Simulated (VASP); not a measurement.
A run of VASP 6.6.1:

File POSCAR:

```
Re
1.0
    2.0022380064      0.0000000000      0.0000000000
   -1.0011190032      1.7339889780      0.0000000000
    0.0000000000      0.0000000000      1.8825130005
Re
1
Direct
    0.0000000000      0.0000000000      0.0000000000
```

INCAR.step1

```
PREC = Accurate
ENCUT = 410
EDIFF = 1E-6
ISMEAR = -1
SIGMA = 0.08
LREAL = False
LASPH = True
NELM = 120
ALGO = Normal
ISIF = 2
LWAVE = False
LCHARG = True
LMAXMIX = 4
GGA = PE
NBANDS = 14
GGA_COMPAT = False
NEDOS = 2001
LORBIT = 11
```

KPOINTS.step1

```
Automatic mesh
0
Gamma
  16 16 15
```

Contents of INCAR.step2:

```
PREC = Accurate
ENCUT = 410
EDIFF = 1E-6
ISMEAR = -5
SIGMA = 0.08
LREAL = False
LASPH = True
NELM = 120
ALGO = Normal
ISIF = 2
LWAVE = False
LCHARG = False
LMAXMIX = 4
GGA = PE
LORBIT = 11
NEDOS = 1001
ICHARG = 11
GGA_COMPAT = False
```

Contents of KPOINTS.step2:

```
Automatic mesh
0
Gamma
  24 24 23
```

Potentials or basis: VASP PAW PBE potentials, release 64 (Re_sv_GW).

Command:

```console
$ cat potpaw_PBE.64/Re_sv_GW/POTCAR > POTCAR
$ cp INCAR.step1 INCAR
$ cp KPOINTS.step1 KPOINTS
$ mpirun -np 1 vasp_std > vasp.out
$ cp INCAR.step2 INCAR
$ cp KPOINTS.step2 KPOINTS
$ mpirun -np 1 vasp_std > vasp.out
```

Hardware: 1 thread of Intel(R) Xeon(R) Platinum 8488C (Sapphire Rapids) (shared host).

How long does it take, and how much memory?

Wall time 30 s on 1 thread of Intel(R) Xeon(R) Platinum 8488C (Sapphire Rapids) (shared host), peak memory 0.18 GiB. Counts: k points 732.
